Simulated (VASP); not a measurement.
# La2Zr3O (P-6m2) in VASP: a series of runs, part 2 of 2

VASP 6.6.1. Earlier steps stand in the parts before.

## Step 3: Single point, PBE

This run uses another cell than the first one, of 24.56 Å³/atom, 1.266 times its volume.

INCAR

```
SYSTEM = La2Zr3O
ALGO = Normal ; EDIFF = 1E-6
ENCUT = 520 ; GGA = PE
ISIF = 2 ; ISMEAR = 0
LASPH = .TRUE. ; LCHARG = .FALSE.
LREAL = .FALSE. ; LWAVE = .FALSE.
NBANDS = 41 ; NELM = 80
PREC = Accurate ; SIGMA = 0.1
```

KPOINTS

```
k-points
0
G
  12 12 6
  0 0 0
```

POSCAR

```
La2Zr3O
1.0
    4.5160210598      0.0000000000      0.0000000000
   -2.2580105299      3.9109889618      0.0000000000
    0.0000000000      0.0000000000      8.3422421150
La Zr O
2 3 1
Direct
    0.6666666667      0.3333333333      0.2444820175
    0.6666666667      0.3333333333      0.7555179825
    0.0000000000      0.0000000000      0.5000000000
    0.3333333333      0.6666666667      0.0000000000
    0.3333333333      0.6666666667      0.5000000000
    0.0000000000      0.0000000000      0.0000000000
```

Potentials or basis: VASP PAW PBE potentials, release 64 (La, Zr_sv, O).

The run is started by

```bash
$ cat potpaw_PBE.64/La/POTCAR potpaw_PBE.64/Zr_sv/POTCAR potpaw_PBE.64/O/POTCAR > POTCAR
$ mpirun -np 1 vasp_std > vasp.out
```

OUTCAR:

```text
SYSTEM = La2Zr3O
   EDIFF = 1E-6
   ENCUT = 520
   GGA = PE
   ISIF = 2
   ISMEAR = 0
   LASPH = .TRUE.
   LREAL = .FALSE.
   NELM = 80
   PREC = Accurate

 ion  position               nearest neighbor table
   1  0.667  0.333  0.244-   4 3.31   4 3.31   4 3.31   5 3.37   3 3.37   5 3.37   3 3.37   3 3.37
                             5 3.37
   2  0.667  0.333  0.756-   4 3.31   4 3.31   4 3.31   5 3.37   3 3.37   5 3.37   3 3.37   3 3.37
                             5 3.37
   3  0.000  0.000  0.500-   5 2.61   5 2.61   5 2.61   1 3.37   2 3.37   2 3.37   1 3.37   2 3.37
                             1 3.37
   4  0.333  0.667  0.000-   6 2.61   6 2.61   6 2.61   1 3.31   2 3.31   1 3.31   2 3.31   1 3.31
                             2 3.31
   5  0.333  0.667  0.500-   3 2.61   3 2.61   3 2.61   1 3.37   2 3.37   1 3.37   2 3.37   1 3.37
                             2 3.37
   6  0.000  0.000  0.000-   4 2.61   4 2.61   4 2.61

  LATTYP: Found a hexagonal cell.
 ALAT       =     4.5160210598
 C/A-ratio  =     1.8472549186

  Lattice vectors:

 A1 = (   4.5160210598,   0.0000000000,   0.0000000000)
 A2 = (  -2.2580105299,   3.9109889618,   0.0000000000)
 A3 = (   0.0000000000,   0.0000000000,   8.3422421150)
[... 180 lines left out ...]
  free energy    TOTEN  =       -39.51782973 eV

  energy without entropy =      -39.46796509  energy(sigma->0) =      -39.49289741

 E-fermi :   8.2781     XC(G=0): -10.4121

 val. band max:        8.2742109918   @ k =   0.1667   0.1667   0.5000
 cond. band min:       8.2788037437   @ k =   0.3333   0.1667   0.1667
 fundamental gap:      0.0045927519
 Fermi energy:         8.2781292065

 k-point     1 :       0.0000    0.0000    0.0000
  band No.  band energies     occupation
      1     -41.4768      2.00000
      2     -40.1010      2.00000
      3     -39.4524      2.00000
      4     -23.9988      2.00000
      5     -23.9918      2.00000
      6     -19.5364      2.00000
[... 1045 lines left out ...]
     40      10.4288      0.00000
     41      10.5624      0.00000

 [... further k-points ...]
[... 5 lines left out ...]
  --------------------------------------------------------------------------------------
  -------------------------------------------------------------------------------------
  Total        0.0345340      0.0345340      0.0256086      0.0000000      0.0000000      0.0000000
  in kB        0.3755189      0.3755189      0.2784653      0.0000000      0.0000000      0.0000000
  external PRESSURE =       0.3431677 kB  Pullay stress =       0.0000000 kB

 VOLUME and BASIS-vectors are now :
 -----------------------------------------------------------------------------
  energy-cutoff  :      520.00
  volume of cell :      147.34
      direct lattice vectors                 reciprocal lattice vectors
     4.516021060  0.000000000  0.000000000     0.221433866  0.127844902  0.000000000
    -2.258010530  3.910988962  0.000000000     0.000000000  0.255689804  0.000000000
     0.000000000  0.000000000  8.342242115     0.000000000  0.000000000  0.119871851

 POSITION                                       TOTAL-FORCE (eV/Angst)
 -----------------------------------------------------------------------------------
      2.25801      1.30366      2.03953         0.000000      0.000000      0.006675
      2.25801      1.30366      6.30271         0.000000      0.000000     -0.006675
      0.00000      0.00000      4.17112        -0.000000     -0.000000      0.000000
     -0.00000      2.60733      0.00000        -0.000000     -0.000000      0.000000
     -0.00000      2.60733      4.17112         0.000000     -0.000000      0.000000
      0.00000      0.00000      0.00000        -0.000000     -0.000000      0.000000
 -----------------------------------------------------------------------------------
    total drift:                                0.000000     -0.000000     -0.000000

  FREE ENERGIE OF THE ION-ELECTRON SYSTEM (eV)
  ---------------------------------------------------
  free  energy   TOTEN  =       -39.5178297313 eV

  energy  without entropy=      -39.4679650899  energy(sigma->0) =      -39.49289741
```

OSZICAR:

```text
N       E                     dE             d eps       ncg     rms          rms(c)
DAV:   1     0.928596562964E+03    0.92860E+03   -0.25744E+04  6392   0.214E+03
DAV:   2     0.116626934643E+03   -0.81197E+03   -0.77577E+03  8064   0.455E+02
DAV:   3    -0.167733964455E+02   -0.13340E+03   -0.12857E+03  9872   0.225E+02
DAV:   4    -0.402095509952E+02   -0.23436E+02   -0.22002E+02 11873   0.674E+01
DAV:   5    -0.443836301493E+02   -0.41741E+01   -0.40130E+01 12072   0.251E+01    0.240E+01
DAV:   6    -0.431554121154E+02    0.12282E+01   -0.57944E+01  9872   0.228E+01    0.137E+01
DAV:   7    -0.410767134752E+02    0.20787E+01   -0.44212E+01 11752   0.276E+01    0.105E+01
DAV:   8    -0.397893151888E+02    0.12874E+01   -0.66781E+00 11176   0.121E+01    0.590E+00
DAV:   9    -0.395107570101E+02    0.27856E+00   -0.19273E+00 10352   0.513E+00    0.194E+00
DAV:  10    -0.395173494035E+02   -0.65924E-02   -0.23981E-01 12224   0.268E+00    0.698E-01
DAV:  11    -0.395180567446E+02   -0.70734E-03   -0.27534E-02 11048   0.969E-01    0.305E-01
DAV:  12    -0.395179095010E+02    0.14724E-03   -0.43655E-03 11024   0.497E-01    0.113E-01
DAV:  13    -0.395178594758E+02    0.50025E-04   -0.14522E-03 10000   0.207E-01    0.524E-02
DAV:  14    -0.395178351000E+02    0.24376E-04   -0.20185E-04 11296   0.982E-02    0.255E-02
DAV:  15    -0.395178304292E+02    0.46707E-05   -0.42101E-05 11272   0.326E-02    0.689E-03
DAV:  16    -0.395178297313E+02    0.69793E-06   -0.55793E-06  8440   0.131E-02
   1 F= -.39517830E+02 E0= -.39492897E+02  d E =-.498646E-01
```

It took 6 min on 1 thread of Intel Xeon 6975P-C (Granite Rapids), shared host; peak memory 0.58 GiB.

Results:

| Item | Value |
| --- | --- |
| Free energy | -39.5178 eV |
| Pressure | 0.0 GPa |
| Largest force | 0.007 eV/Å |
| Band gap on the k mesh | zero (band 32 reaches 8.50 eV, above the bottom of band 33 at 8.06 eV) |

Forces in eV/Å, atoms in the order of the input:
```
La   0.000  0.000  0.007
La   0.000  0.000 -0.007
Zr   0.000  0.000  0.000
Zr   0.000  0.000  0.000
Zr   0.000  0.000  0.000
O    0.000  0.000  0.000
```

Caveat: spin-orbit coupling is left out, which moves the levels of the heavy elements.
